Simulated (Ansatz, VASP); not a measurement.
# One calculation of WC, two programs

The input INCAR:

```
PREC = Accurate
ENCUT = 600
EDIFF = 1E-6
ISMEAR = 1
SIGMA = 0.05
LREAL = False
LASPH = True
NELM = 120
ALGO = Normal
ISIF = 2
LWAVE = False
LCHARG = False
GGA = PE
NBANDS = 16
GGA_COMPAT = False
```

KPOINTS

```
Automatic mesh
0
Gamma
  13 13 12
```

POSCAR

```
WC
1.0
    2.9065000000      0.0000000000      0.0000000000
   -1.4532500000      2.5171028361      0.0000000000
    0.0000000000      0.0000000000      2.8366000000
W C
1 1
Direct
    0.0000000000      0.0000000000      0.0000000000
    0.6666666667      0.3333333333      0.5000000000
```

Input for Ansatz:

```yaml
crystal:
  lattice:
    a: 2.9065
    b: 2.9065
    c: 2.8366
    alpha: 90.0
    beta: 90.0
    gamma: 120.0
  space_group: 187
  atoms:
    - { symbol: W, position: [0.0, 0.0, 0.0] }
    - { symbol: C, position: [0.6666666666666666, 0.3333333333333333, 0.5] }
basis:
  ecutwfc: 450.0
kpoints:
  mp_grid:
    grid: [13, 13, 12]
hamiltonian:
  xc: pbe
scf:
  occupations:
    method: methfessel_paxton
    width: 0.05
output:
  stress: true
```

Alike in both runs: task single point; functional PBE; k mesh 13 × 13 × 12; occupations methfessel-paxton of order 1, width 0.05 eV; no spin polarisation.

|  | VASP | Ansatz |
| --- | --- | --- |
| version | VASP 6.6.1 | Ansatz 0.2.0 |
| potentials or method | VASP PAW PBE potentials, release 64 (W_sv, C), cutoff 600 eV | plane waves, PAW |
| valence electrons in the cell | 18 | 18 |

```csv
,VASP,Ansatz,Ansatz less VASP
pressure (GPa),6.5,5.5,-1.07
"traceless stress, the component that is largest in VASP (GPa)",-0.51,-0.73,-0.224
```

The functional is the same, so the differences come from potentials, cutoffs and numerics.

Neither program's run includes spin-orbit coupling.
